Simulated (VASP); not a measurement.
Wanted: the native input for a VASP 6.6.1 run.

| Item | Value |
| --- | --- |
| Task | single point |
| Functional | PBEsol |
| Potentials or basis | VASP PAW PBE potentials, release 64 (V_sv) |
| Cutoff | 520 eV |
| k mesh | 19 × 19 × 19 |
| Occupations | fermi-dirac, width 0.05 eV |
| Spin | no spin polarisation |
| Dipole correction | no |
| Further INCAR settings | ALGO = Normal; EDIFF = 1e-07; NBANDS = 20 |

The structure of V lies in POSCAR:

```
V
1.0
   -2.0698902095      2.0698902095      1.1872988009
    2.0698902095     -2.0698902095      1.1872988009
    2.0698902095      2.0698902095     -1.1872988009
V
2
Direct
   -0.3750000000     -0.1250000000     -0.2500000000
    0.3750000000      0.1250000000      0.2500000000
```

The input as run:

INCAR

```
SYSTEM = V
ALGO = Normal
EDIFF = 1E-7
ENCUT = 520
GGA = PS
ISIF = 2
ISMEAR = -1
LASPH = .TRUE.
LCHARG = .FALSE.
LREAL = .FALSE.
LWAVE = .FALSE.
NBANDS = 20
NELM = 100
PREC = Accurate
SIGMA = 0.05
```

KPOINTS

```
k-points
0
G
  19 19 19
  0 0 0
```

Potentials or basis: VASP PAW PBE potentials, release 64 (V_sv).

Run with:

```console
$ cat potpaw_PBE.64/V_sv/POTCAR > POTCAR
$ mpirun -np 1 vasp_std > vasp.out
```

It gave:

| Property | Result |
| --- | --- |
| Pressure | 80.4 GPa |
| Band gap on the k mesh | zero (bands 13 and 14 overlap by 1.17 eV) |

Caveat: the cell stands under pressure; the PAW data sets were made with another functional, which shifts forces and pressure a little.

Wall time 2.4 min on 1 thread of Intel(R) Xeon(R) Platinum 8259CL CPU @ 2.50GHz (Skylake/Cascade Lake), on a shared host, peak memory 0.28 GiB.
